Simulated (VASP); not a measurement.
A run of VASP 6.6.1 is set up as follows.

Contents of INCAR:

```
SYSTEM = AlB2P3
PREC = Accurate
ENCUT = 520
EDIFF = 1E-7
ISMEAR = 0
SIGMA = 0.1
LREAL = .False.
LASPH = .True.
NELM = 60
ALGO = Normal
ISIF = 2
LWAVE = .False.
LCHARG = .True.
GGA = PE
LELF = .True.
LVHAR = .True.
NBANDS = 21
```

The input KPOINTS:

```
Automatic mesh
0
Gamma
  6 6 2
  0 0 0
```

POSCAR

```
AlB2P3
1.0
    3.5026149900      0.0000000000      0.0000000000
   -1.7513075000      3.0333535600      0.0000000000
    0.0000000000      0.0000000000      8.5796194900
Al B P
1 2 3
Direct
    0.3333333300      0.6666666700      0.6666666700
    0.0000000000      0.0000000000      0.0000000000
    0.6666666700      0.3333333300      0.3333333300
    0.0000000000      0.0000000000      0.2500000000
    0.6666666700      0.3333333300      0.5833333300
    0.3333333300      0.6666666700      0.9166666700
```

Potentials or basis: VASP PAW PBE potentials, release 64 (Al, B, P).

Run with:

```console
$ cat potpaw_PBE.64/Al/POTCAR potpaw_PBE.64/B/POTCAR potpaw_PBE.64/P/POTCAR > POTCAR
$ mpirun -np 1 vasp_std > vasp.out
```

Problem. What does it give for the largest force?

Solution. 4.443 eV/Å.

Problem. Estimate the pressure.

Solution. 0.6 GPa.

Problem. What does it give for the band gap on the k mesh?

Solution. 1.41 eV, indirect (least direct gap 2.44 eV).

Forces on the atoms (eV/Å):
```
Al   0.000  0.000 -0.430
B    0.000  0.000  0.418
B    0.000  0.000 -0.319
P    0.000  0.000 -0.067
P    0.000  0.000 -4.046
P    0.000  0.000  4.443
```

Caveat: forces of over 1 eV/Å act on the atoms, so gaps and moduli don't describe the material at rest. A k mesh can miss the band edges.
